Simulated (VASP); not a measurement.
Wanted: the native input for a VASP 6.6.1 run.

| Item | Value |
| --- | --- |
| Task | single point |
| Functional | PBE |
| Potentials or basis | VASP PAW PBE potentials, release 64 (Ga_d, P) |
| Cutoff | 520 eV |
| k mesh | 4 × 4 × 4 |
| Occupations | fermi-dirac, width 0.03 eV |
| Spin | no spin polarisation |
| Dipole correction | no |
| Further INCAR settings | ALGO = Normal; EDIFF = 1e-06; NBANDS = 16 |

The structure of GaP lies in POSCAR:

```
GaP
1.0
    0.0000000000      2.7252500000      2.7252500000
    2.7252500000      0.0000000000      2.7252500000
    2.7252500000      2.7252500000      0.0000000000
Ga P
1 1
Direct
    0.0000000000      0.0000000000      0.0000000000
    0.7500000000      0.7500000000      0.7500000000
```

The input as run:

INCAR

```
PREC     = Accurate       # precision mode
ENCUT    = 520            # plane-wave cutoff, eV
EDIFF    = 1E-6           # SCF threshold, eV
ISMEAR   = -1             # smearing method
SIGMA    = 0.03           # smearing width, eV
LREAL    = False          # projectors in reciprocal space
LASPH    = True           # aspherical terms in the spheres
NELM     = 60             # most SCF steps
ALGO     = Normal         # electronic algorithm
ISIF     = 2              # what is computed and relaxed
LWAVE    = False          # write WAVECAR
LCHARG   = True           # write CHGCAR
GGA      = PE             # functional
LELF     = True           # ELF
LVHAR    = True         
NBANDS   = 16             # bands
```

KPOINTS

```
Automatic mesh
0
Gamma
  4 4 4
```

Potentials or basis: VASP PAW PBE potentials, release 64 (Ga_d, P).

Command:

```console
$ cat potpaw_PBE.64/Ga_d/POTCAR potpaw_PBE.64/P/POTCAR > POTCAR
$ mpirun -np 1 vasp_std > vasp.out
```

It gave:

- Pressure: 2.8 GPa
- Band gap on the k mesh: 1.63 eV, indirect (least direct gap 1.82 eV)

Caveat: the k points lie up to 0.50 Å⁻¹ apart.

Run time: 10 s on 1 thread of AMD EPYC 7R13 (shared host), peak memory 0.13 GiB.
